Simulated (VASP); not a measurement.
**PtS2: single point with PBE**

PtS2:

```
CELL_PARAMETERS angstrom
3.54320 0.00000 0.00000
-1.77160 3.06850 0.00000
0.00000 0.00000 5.03880
ATOMIC_POSITIONS crystal
Pt 0.62700 0.46500 0.72300
S 0.96033 0.13167 0.97300
S 0.29367 0.79833 0.47300
```

```yaml
Program: VASP 6.6.1
Task: single point
Functional: PBE
Potentials_or_basis: VASP PAW PBE potentials, release 64 (Pt, S)
Cutoff: 500 eV
k_mesh: 2 × 2 × 2
Occupations: gaussian, width 0.1 eV
Spin: no spin polarisation
```

```
Pressure               : -0.7 GPa
Largest force          : 2.044 eV/Å
Band gap on the k mesh : 1.20 eV, indirect (least direct gap 1.69 eV)
```

Forces on the atoms (eV/Å):
```
Pt   0.000  0.000  0.000
S    0.000  0.000 -2.044
S    0.000  0.000  2.044
```

Stress tensor (GPa, compression positive):
```
 0.01  0.00  0.00
 0.00  0.01  0.00
 0.00  0.00 -2.19
```

Levels at points of the mesh, in eV from the valence-band top:
```csv
k point,band 9,band 10,band 11,band 12,band 13,band 14
"(0.00, 0.00, 0.00)",-1.14,-1.14,0.00,1.69,1.69,4.47
"(0.50, 0.00, 0.00)",-3.17,-3.11,-2.62,1.20,2.34,5.35
"(0.00, 0.00, 0.50)",-1.47,-1.47,-1.38,2.37,2.37,5.49
"(0.50, 0.00, 0.50)",-2.82,-2.68,-1.53,1.30,2.04,4.87
```

It took 9.6 s on 1 thread of Intel Xeon 6975P-C (shared host), peak memory 0.17 GiB.

Caveat: the k points lie up to 1.02 Å⁻¹ apart; spin-orbit coupling is left out, which moves the levels of the heavy elements; forces of over 1 eV/Å act on the atoms, so gaps and moduli don't describe the material at rest. A k mesh can miss the band edges.
